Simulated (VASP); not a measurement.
BaB6, 7 atoms in the cell. It takes space group Pm-3m (No. 221, cubic). The conventional cell has a = 4.350 Å, b = 4.350 Å, c = 4.350 Å, α = 90.00°, β = 90.00°, γ = 90.00°. Ba (site symmetry m-3m) has 24 B at 3.21 Å and 6 Ba at 4.35 Å within 4.4 Å. B (site symmetry 4mm) has 5 B at 1.80 Å within 2.4 Å. 

- Program: VASP 6.6.1
- Task: single point
- Functional: r2SCAN
- Potentials or basis: VASP PAW PBE potentials, release 64 (Ba_sv, B)
- Cutoff: 520 eV
- k mesh: 8 × 8 × 8
- Occupations: fermi-dirac, width 0.1 eV
- Spin: no spin polarisation
- Dipole correction: no
- Further INCAR settings: ALGO = Normal; EDIFF = 1e-06; NBANDS = 23

Potentials or basis: VASP PAW PBE potentials, release 64 (Ba_sv, B).

Launch:

```bash
$ cat potpaw_PBE.64/Ba_sv/POTCAR potpaw_PBE.64/B/POTCAR > POTCAR
$ cp INCAR.step1 INCAR
$ mpirun -np 1 vasp_std > vasp.out
$ cp INCAR.step2 INCAR
$ mpirun -np 1 vasp_std > vasp.out
```

Hardware: 1 thread of AMD EPYC 9R45 96-Core Processor (Zen 5), with other jobs on the host.

Task: How long does it take, and how much memory?

Result: Wall time 100 s on 1 thread of AMD EPYC 9R45 96-Core Processor (Zen 5), on a shared host, peak memory 0.19 GiB. Counts: k points 35.
